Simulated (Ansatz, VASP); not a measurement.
Two plane-wave programs on NaSrI

```
Sr Na I
1.0
     4.61879    0.00000    0.00000
     0.00000    4.61879    0.00000
     0.00000    0.00000    8.92903
Sr Na I
2 2 2
Cartesian
  0.0000 2.3094 1.7858
  2.3094 0.0000 7.1432
  0.0000 0.0000 0.0000
  2.3094 2.3094 0.0000
  0.0000 2.3094 6.2503
  2.3094 0.0000 2.6787
```

Alike in both runs: task single point; functional PBE; k mesh 7 × 7 × 4; occupations fermi-dirac, width 0.0609 eV; no spin polarisation.

|  | VASP | Ansatz |
| --- | --- | --- |
| version | VASP 6.6.1 | Ansatz 0.2.0 |
| potentials or method | VASP PAW PBE potentials, release 64 (Sr_sv, Na_pv, I), cutoff 520 eV | PAW plane waves |
| valence electrons in the cell | 48 | 72 |

|  | VASP | Ansatz | Ansatz less VASP |
| --- | --- | --- | --- |
| pressure (GPa) | 8.1 | 8.1 | -0.06 |
| traceless stress, the component that is largest in VASP (GPa) | 2.54 | 2.56 | +0.019 |
| rms of the force components (eV/Å) | 0.920 | 0.918 | -0.0023 |

Atom by atom the forces differ by 0.002 eV/Å (rms over components). The functional is the same, so the differences come from potentials, cutoffs and numerics. VASP's potentials hold 48 valence electrons a cell and Ansatz's 72, so a difference there can come from the potentials and not from the codes.

Neither program's run includes spin-orbit coupling.
